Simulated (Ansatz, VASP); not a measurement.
Two plane-wave programs on VSi2

```
CELL_PARAMETERS angstrom
-2.39415 2.39415 4.01504
2.39415 -2.39415 4.01504
2.39415 2.39415 -4.01504
ATOMIC_POSITIONS crystal
V 0.00000 0.00000 0.00000
V 0.75000 0.25000 0.50000
Si 0.31091 0.31091 0.00000
Si 0.06091 0.56091 0.50000
Si 0.43909 0.93909 0.50000
Si 0.68909 0.68909 0.00000
```

Alike in both runs: functional PBE; k mesh 6 × 6 × 6; occupations gaussian, width 0.1 eV; no spin polarisation.

Ansatz relaxed the structure, and its values are those at the end. VASP's run is a single point on that final structure, the one shown.

|  | VASP | Ansatz |
| --- | --- | --- |
| version | VASP 6.6.1 | Ansatz 0.2.0 |
| potentials or method | VASP PAW PBE potentials, release 64 (V_sv, Si), cutoff 520 eV | scalar-relativistic, plane waves, PAW |
| valence electrons in the cell | 42 | 42 |

Ansatz gave:

```
gap on the k mesh at the Fermi level (eV) : none
pressure (GPa)                            : 0.0
rms of the force components (eV/Å)        : 0.000
```

Question: Estimate VASP's values.

Answer: gap on the k mesh at the Fermi level (eV): none; pressure (GPa): 0.0; rms of the force components (eV/Å): 0.003.

A gap of «none» marks a metal or a gap that the smearing closes. The functional is the same, so the differences come from potentials, cutoffs and numerics.
